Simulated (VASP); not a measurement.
# Zr3Si2F: single point with PBE

The system is Zr3Si2F.

```
CELL_PARAMETERS angstrom
5.38245 0.00000 0.00000
-2.69123 4.66134 0.00000
0.00000 0.00000 3.57334
ATOMIC_POSITIONS crystal
Zr 0.00000 0.50000 0.50000
Zr 0.50000 0.50000 0.50000
Zr 0.50000 0.00000 0.50000
Si 0.66667 0.33333 0.00000
Si 0.33333 0.66667 0.00000
F 0.00000 0.00000 0.00000
```

The cell was generated, and may not be a known phase.

```yaml
Program: VASP 6.6.1
Task: single point
Functional: PBE
Potentials_or_basis: VASP PAW PBE potentials, release 64 (Zr_sv, Si, F)
Cutoff: 520 eV
k_mesh: 6 × 6 × 6
Occupations: gaussian, width 0.1 eV
Spin: no spin polarisation
```

The pressure is 71.1 GPa and the band gap on the k mesh is zero (an odd number of electrons rules out a gap without spin polarisation).

Stress tensor (GPa, compression positive):
```
67.81  0.00  0.00
 0.00 67.81  0.00
 0.00  0.00 77.54
```

Levels at points of the mesh, in eV from the Fermi level:
```
           k point  band 23  band 24  band 25  band 26  band 27  band 28
(0.00, 0.00, 0.00)    -1.60    -1.55    -1.55    -0.11    -0.11     1.64
(0.50, 0.00, 0.00)    -1.93    -1.38    -0.08     0.32     1.04     1.23
(0.00, 0.00, 0.50)    -1.64    -0.52    -0.52     0.01     1.61     1.87
(0.50, 0.00, 0.50)    -1.11    -0.91    -0.78     1.36     1.40     1.67
```

Run time: 91 s on 1 thread of Intel(R) Xeon(R) Platinum 8259CL CPU @ 2.50GHz (Skylake/Cascade Lake), on a shared host, peak memory 0.23 GiB.

Caveat: the stress differs along the axes, from 68 to 78 GPa; an odd number of electrons without spin polarisation forces a metal; a magnetic or distorted state may lie lower.
